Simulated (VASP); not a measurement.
# FeNi (P4/mmm) in VASP: further runs

The runs below take FeNi through single point, with LDA.

All numbers are computed with VASP 6.6.1; they aren't measurements. Logs are shortened: lines on timing, memory, paths and dates and some standing lists are left out, and cuts for length are marked.

### Step 1. The cell of the first run

It takes space group P4/mmm (No. 123, tetragonal). Conventional cell: a = 2.430 Å, b = 2.430 Å, c = 3.500 Å, α = 90.00°, β = 90.00°, γ = 90.00°. Within 3.2 Å of Fe (site symmetry 4/mmm) lie 4 Fe at 2.43 Å and 8 Ni at 2.45 Å. Within 3.2 Å of Ni (site symmetry 4/mmm) lie 4 Ni at 2.43 Å and 8 Fe at 2.45 Å.

### Step 2. Single point, LDA, collinear spin, ferromagnetic start

Contents of INCAR:

```
SYSTEM = FeNi
ALGO = Fast
EDIFF = 1E-6
ENCUT = 520
ISIF = 2
ISMEAR = 0
ISPIN = 2
LASPH = .TRUE.
LCHARG = .FALSE.
LMAXMIX = 4
LORBIT = 11
LREAL = .FALSE.
LWAVE = .FALSE.
MAGMOM = 2.68 0.76
NBANDS = 20
NELM = 150
PREC = Accurate
SIGMA = 0.1
```

Contents of KPOINTS:

```
k-points
0
G
  18 18 12
  0 0 0
```

Contents of POSCAR:

```
FeNi
1.0
    2.4302784466      0.0000000000      0.0000000000
    0.0000000000      2.4302784466      0.0000000000
    0.0000000000      0.0000000000      3.5004740210
Fe Ni
1 1
Direct
    0.0000000000      0.0000000000      0.0000000000
    0.5000000000      0.5000000000      0.5000000000
```

Potentials or basis: VASP PAW LDA potentials, release 64 (Fe, Ni).

Started as:

```
cat potpaw_LDA.64/Fe/POTCAR potpaw_LDA.64/Ni/POTCAR > POTCAR
mpirun -np 1 vasp_std > vasp.out
```

OUTCAR:

```text
SYSTEM = FeNi
   EDIFF = 1E-6
   ENCUT = 520
   ISIF = 2
   ISMEAR = 0
   ISPIN = 2
   LASPH = .TRUE.
   LORBIT = 11
   LREAL = .FALSE.
   NELM = 150
   PREC = Accurate

 ion  position               nearest neighbor table
   1  0.000  0.000  0.000-   2 2.45   2 2.45   2 2.45   2 2.45   2 2.45   2 2.45   2 2.45   2 2.45

   2  0.500  0.500  0.500-   1 2.45   1 2.45   1 2.45   1 2.45   1 2.45   1 2.45   1 2.45   1 2.45

  LATTYP: Found a simple tetragonal cell.
 ALAT       =     2.4302784466
 C/A-ratio  =     1.4403592419

  Lattice vectors:

 A1 = (   2.4302784466,   0.0000000000,   0.0000000000)
 A2 = (   0.0000000000,   2.4302784466,   0.0000000000)
 A3 = (   0.0000000000,   0.0000000000,   3.5004740210)

Analysis of symmetry for initial positions (statically):
=====================================================================
 Subroutine PRICEL returns:
 Original cell was already a primitive cell.

 Routine SETGRP: Setting up the symmetry group for a
 simple tetragonal supercell.

 Subroutine GETGRP returns: Found 16 space group operations
 (whereof 16 operations were pure point group operations)
 out of a pool of 16 trial point group operations.

The static configuration has the point symmetry D_4h.

Analysis of symmetry for dynamics (positions and initial velocities):
=====================================================================
 Subroutine PRICEL returns:
 Original cell was already a primitive cell.

 Routine SETGRP: Setting up the symmetry group for a
 simple tetragonal supercell.

 Subroutine GETGRP returns: Found 16 space group operations
 (whereof 16 operations were pure point group operations)
 out of a pool of 16 trial point group operations.

The dynamic configuration has the point symmetry D_4h.

Analysis of structural, dynamic, and magnetic symmetry:
=====================================================================
 Subroutine PRICEL returns:
 Original cell was already a primitive cell.

 Routine SETGRP: Setting up the symmetry group for a
 simple tetragonal supercell.

 Subroutine GETGRP returns: Found 16 space group operations
 (whereof 16 operations were pure point group operations)
 out of a pool of 16 trial point group operations.

The overall configuration has the point symmetry D_4h.

 Subroutine INISYM returns: Found 16 space group operations
 (whereof 16 operations are pure point group operations),
 and found     1 'primitive' translations

----------------------------------------------------------------------------------------

                                     Primitive cell

  volume of cell :      20.6747

  direct lattice vectors                    reciprocal lattice vectors
     2.430278447  0.000000000  0.000000000     0.411475484  0.000000000  0.000000000
     0.000000000  2.430278447  0.000000000     0.000000000  0.411475484  0.000000000
     0.000000000  0.000000000  3.500474021     0.000000000  0.000000000  0.285675595

  length of vectors
     2.430278447  2.430278447  3.500474021     0.411475484  0.411475484  0.285675595

  position of ions in fractional coordinates (direct lattice)
     0.000000000  0.000000000  0.000000000
     0.500000000  0.500000000  0.500000000

  ion indices of the primitive-cell ions
   primitive index   ion index
                 1           1
                 2           2

----------------------------------------------------------------------------------------

 KPOINTS: k-points

Automatic generation of k-mesh.
 Grid dimensions read from file:
 generate k-points for:   18   18   12

 Generating k-lattice:

  Cartesian coordinates                     Fractional coordinates (reciprocal lattice)
     0.022859749  0.000000000  0.000000000     0.055555556  0.000000000  0.000000000
     0.000000000  0.022859749  0.000000000     0.000000000  0.055555556  0.000000000
     0.000000000  0.000000000  0.023806300     0.000000000  0.000000000  0.083333333

  Length of vectors
     0.022859749  0.022859749  0.023806300

  Shift w.r.t. Gamma in fractional coordinates (k-lattice)
     0.000000000  0.000000000  0.000000000

 Subroutine IBZKPT returns following result:
 ===========================================

 Found    385 irreducible k-points:

 Following reciprocal coordinates:
            Coordinates               Weight
  0.000000  0.000000  0.000000      1.000000
  0.055556  0.000000  0.000000      4.000000
  0.111111  0.000000  0.000000      4.000000
  0.166667  0.000000  0.000000      4.000000
  0.222222  0.000000  0.000000      4.000000
  0.277778  0.000000  0.000000      4.000000
[... 16 lines left out ...]
  0.277778  0.111111  0.000000      8.000000
  0.333333  0.111111  0.000000      8.000000
 [... further k-points ...]
   k-points           NKPTS =    385   k-points in BZ     NKDIM =    385   number of bands    NBANDS=     20
   number of dos      NEDOS =    301   number of ions     NIONS =      2
   total plane-waves  NPLWV =   9072
   dimension x,y,z NGX =    18 NGY =   18 NGZ =   28
   dimension x,y,z NGXF=    36 NGYF=   36 NGZF=   56
   ions per type =               1   1
   NGX,Y,Z   is equivalent  to a cutoff of  12.31, 12.31, 13.30 a.u.
   NGXF,Y,Z  is equivalent  to a cutoff of  24.63, 24.63, 26.60 a.u.
 SYSTEM =  FeNi
   PREC   = accura    normal or accurate (medium, high low for compatibility)
   ISTART =      0    job   : 0-new  1-cont  2-samecut
   ICHARG =      2    charge: 1-file 2-atom 10-const
   ISPIN  =      2    spin polarized calculation?
   LNONCOLLINEAR =      F non collinear calculations
   LSORBIT =      F    spin-orbit coupling
   LASPH  =      T    aspherical Exc in radial PAW
   ENCUT  =  520.0 eV  38.22 Ry    6.18 a.u.   4.52  4.52  6.51*2*pi/ulx,y,z
   NELM   =    150;   NELMIN=  2; NELMDL= -5     # of ELM steps
   EDIFF  = 0.1E-05   stopping-criterion for ELM
   LREAL  =      F    real-space projection
   EDIFFG = 0.1E-04   stopping-criterion for IOM
   NSW    =      0    number of steps for IOM
   IBRION =     -1    ionic relax: 0-MD 1-quasi-New 2-CG
   NFREE  =      0    steps in history (QN), initial steepest desc. (CG)
   ISIF   =      2    stress and relaxation
   ISYM   =      2    0-nonsym 1-usesym 2-fastsym
   POTIM  = 0.5000    time-step for ionic-motion
   TEBEG  =    0.0;   TEEND  =   0.0 temperature during run
   PSTRESS=    0.0 pullay stress
   NELECT =      18.0000    total number of electrons
   NUPDOWN=      -1.0000    fix difference up-down
   EMIN   =  10.00;   EMAX   =-10.00  energy-range for DOS
   EFERMI =   0.00;   METHOD = LEGACY
   ISMEAR =     0;   SIGMA  =   0.10  broadening in eV -4-tet -1-fermi 0-gaus
   EFERMI_NEDOS =   21; number of points for ismear=-14 and -15
   IALGO  =     68    algorithm
   IMIX   =      4    mixing-type and parameters
     AMIX     =   0.40;   BMIX     =  1.00
     AMIX_MAG =   1.60;   BMIX_MAG =  1.00
  volume/ion in A,a.u.               =      10.34        69.76
  Fermi-wavevector in a.u.,A,eV,Ry     =   1.563217  2.954052 33.247854  2.443648
  Thomas-Fermi vector in A             =   2.666021
   LORBIT       =     11    0 simple, 1 ext, 2 COOP (PROOUT), +10 PAW based schemes
   GGA     = CA    functional components
   LHFCALC =     F    Hartree Fock is set to
   AEXX    =    0.0000 exact exchange contribution
   IVDW    =     0    specifies the selected vdW correction
   LEPSILON=     F    determine dielectric tensor
   LRPA    =     F    only Hartree local field effects (RPA)
 spin polarized calculation
 RMM-DIIS sequential band-by-band and
 Gauss-broadening in eV      SIGMA  =   0.10
  energy-cutoff  :      520.00
  volume of cell :       20.67
 maximum number of plane-waves:       582
   NGX =  9   NGY =  9   NGZ = 13

 number of electron      18.0000000 magnetization       2.9361715

 Free energy of the ion-electron system (eV)
  ---------------------------------------------------
  ext. energy  EPLUGINS =         0.00000000
  ---------------------------------------------------
  free energy    TOTEN  =       -15.86767895 eV

  energy without entropy =      -15.86004604  energy(sigma->0) =      -15.86386250

 E-fermi :   8.3333     XC(G=0): -13.9338

 val. band max:        8.3331972846   @ k =   0.3889   0.3333   0.1667
 cond. band min:       8.3337590123   @ k =   0.1111   0.0556   0.0833
 fundamental gap:      0.0005617277
 Fermi energy:         8.3332605314

 spin component 1

 k-point     1 :       0.0000    0.0000    0.0000
  band No.  band energies     occupation
      1      -0.9888      1.00000
      2       2.9155      1.00000
      3       3.6253      1.00000
      4       5.6856      1.00000
      5       5.7800      1.00000
      6       5.7800      1.00000
[... 12 lines left out ...]
     19      36.3668      0.00000
     20      36.7051      0.00000
[... 507 lines left out ...]
 k-point    24 :       0.3333    0.1111    0.0000
  band No.  band energies     occupation
      1       2.0091      1.00000
      2       4.2480      1.00000
      3       4.6009      1.00000
      4       4.8588      1.00000
      5       5.2052      1.00000
      6       5.8390      1.00000
[... 12 lines left out ...]
     19      34.4921      0.00000
     20      35.0882      0.00000

 [... further k-points ...]

 spin component 2

 k-point     1 :       0.0000    0.0000    0.0000
  band No.  band energies     occupation
      1      -0.7537      1.00000
      2       3.8246      1.00000
      3       4.5591      1.00000
      4       6.7873      1.00000
      5       6.7873      1.00000
      6       7.0260      1.00000
[... 12 lines left out ...]
     19      36.6940      0.00000
     20      36.9979      0.00000
[... 507 lines left out ...]
 k-point    24 :       0.3333    0.1111    0.0000
  band No.  band energies     occupation
      1       2.3110      1.00000
      2       5.1834      1.00000
      3       5.4252      1.00000
      4       5.7009      1.00000
      5       6.3231      1.00000
      6       6.9741      1.00000
[... 12 lines left out ...]
     19      34.8356      0.00000
     20      35.4312      0.00000

 [... further k-points ...]

------------------------ aborting loop because EDIFF is reached ----------------------------------------

  FORCE on cell =-STRESS in cart. coord.  units (eV):
  Direction    XX          YY          ZZ          XY          YZ          ZX
  --------------------------------------------------------------------------------------
  -------------------------------------------------------------------------------------
  Total       -0.1195987     -0.1195987     -0.0045949      0.0000000      0.0000000      0.0000000
  in kB       -9.2682582     -9.2682582     -0.3560779      0.0000000      0.0000000      0.0000000
  external PRESSURE =      -6.2975315 kB  Pullay stress =       0.0000000 kB

 VOLUME and BASIS-vectors are now :
 -----------------------------------------------------------------------------
  energy-cutoff  :      520.00
  volume of cell :       20.67
      direct lattice vectors                 reciprocal lattice vectors
     2.430278447  0.000000000  0.000000000     0.411475484  0.000000000  0.000000000
     0.000000000  2.430278447  0.000000000     0.000000000  0.411475484  0.000000000
     0.000000000  0.000000000  3.500474021     0.000000000  0.000000000  0.285675595

 POSITION                                       TOTAL-FORCE (eV/Angst)
 -----------------------------------------------------------------------------------
      0.00000      0.00000      0.00000         0.000000      0.000000      0.000000
      1.21514      1.21514      1.75024         0.000000      0.000000      0.000000
 -----------------------------------------------------------------------------------
    total drift:                                0.000000     -0.000000     -0.000000

  FREE ENERGIE OF THE ION-ELECTRON SYSTEM (eV)
  ---------------------------------------------------
  free  energy   TOTEN  =       -15.8676789511 eV

  energy  without entropy=      -15.8600460413  energy(sigma->0) =      -15.86386250

 total charge

# of ion       s       p       d       tot
------------------------------------------
    1        0.510   0.568   6.297   7.374
    2        0.555   0.610   8.360   9.524
--------------------------------------------------
tot          1.064   1.178  14.656  16.898

 magnetization (x)

# of ion       s       p       d       tot
------------------------------------------
    1       -0.002  -0.011   2.310   2.297
    2       -0.022  -0.046   0.672   0.604
--------------------------------------------------
tot         -0.023  -0.058   2.982   2.901
```

Wall time 8 min (1 thread of Intel Xeon 8259CL, shared host); peak memory 0.34 GiB.

Results:

```yaml
Free_energy: -15.8677 eV
Pressure: -0.6 GPa
Net_moment: 2.94 μB per cell
Site_moments: Fe +2.30; Ni +0.60 μB
Valence_electrons_inside_the_program's_atomic_spheres: Fe 7.37; Ni 9.52
```

### Step 3. Single point, LDA, collinear spin, ferromagnetic start

Contents of INCAR:

```
SYSTEM = FeNi
  ALGO = Normal
  EDIFF = 1E-6
  ENCUT = 520
  ISIF = 2
  ISMEAR = 0
  ISPIN = 2
  LASPH = .TRUE.
  LCHARG = .TRUE.
  LELF = .TRUE.
  LMAXMIX = 4
  LORBIT = 11
  LREAL = .FALSE.
  LVHAR = .TRUE.
  LWAVE = .FALSE.
  MAGMOM = 2.6 0.74
  NBANDS = 20
  NELM = 150
  PREC = Accurate
  SIGMA = 0.2
```

KPOINTS is that of step 2.

Contents of POSCAR:

```
FeNi
1.0
    2.4270225045      0.0000000000      0.0000000000
    0.0000000000      2.4270225045      0.0000000000
    0.0000000000      0.0000000000      3.5054041964
Fe Ni
1 1
Direct
    0.0000000000      0.0000000000      0.0000000000
    0.5000000000      0.5000000000      0.5000000000
```

Potentials or basis: VASP PAW LDA potentials, release 64 (Fe, Ni).

Started as:

```
cat potpaw_LDA.64/Fe/POTCAR potpaw_LDA.64/Ni/POTCAR > POTCAR
mpirun -np 1 vasp_std > vasp.out
```

It took 9.7 min on 1 thread of Intel Xeon 8259CL, shared host; peak memory 0.34 GiB.

The run converged. Its results:

```
Free energy                                           : -15.8799 eV
Pressure                                              : -0.8 GPa
Net moment                                            : 2.88 μB per cell
Site moments                                          : Fe +2.26; Ni +0.59 μB
Valence electrons inside the program's atomic spheres : Fe 7.38; Ni 9.53
```

Stress tensor (GPa, compression positive):
```
-1.04  0.00  0.00
 0.00 -1.04  0.00
 0.00  0.00 -0.21
```

Levels at points of the mesh, in eV from the Fermi level:
Spin up:
| k point | band 7 | band 8 | band 9 | band 10 | band 11 | band 12 | band 13 | band 14 |
| --- | --- | --- | --- | --- | --- | --- | --- | --- |
| (0.00, 0.00, 0.00) | -1.44 | -1.23 | -0.33 | -0.12 | -0.12 | 2.23 | 9.92 | 15.73 |
| (0.50, 0.00, 0.00) | -1.87 | -1.72 | -1.48 | -1.03 | 1.08 | 1.98 | 12.13 | 12.16 |
| (0.50, 0.50, 0.00) | -0.28 | -0.19 | -0.19 | 0.48 | 2.76 | 2.76 | 10.23 | 10.69 |
| (0.00, 0.00, 0.50) | -1.69 | -1.69 | -1.32 | -1.32 | -0.99 | -0.58 | 19.88 | 20.08 |
| (0.50, 0.00, 0.50) | -0.59 | -0.49 | -0.41 | -0.28 | -0.24 | -0.12 | 6.43 | 7.10 |
| (0.50, 0.50, 0.50) | -1.65 | -1.23 | -0.51 | 0.48 | 8.33 | 8.33 | 8.52 | 8.52 |
Spin down:
```
           k point  band 6  band 7  band 8  band 9  band 10  band 11
(0.00, 0.00, 0.00)   -1.35   -0.48    0.05    1.65     1.65     1.89
(0.50, 0.00, 0.00)   -1.39   -1.33   -0.86    0.46     1.12     1.74
(0.50, 0.50, 0.00)    0.52    1.35    1.35    1.66     2.49     3.01
(0.00, 0.00, 0.50)   -1.08   -1.08   -0.40   -0.16     0.75     0.75
(0.50, 0.00, 0.50)   -1.00   -0.25    0.05    0.49     1.21     1.59
(0.50, 0.50, 0.50)   -1.86   -0.98    0.30    0.94     2.49     9.01
```
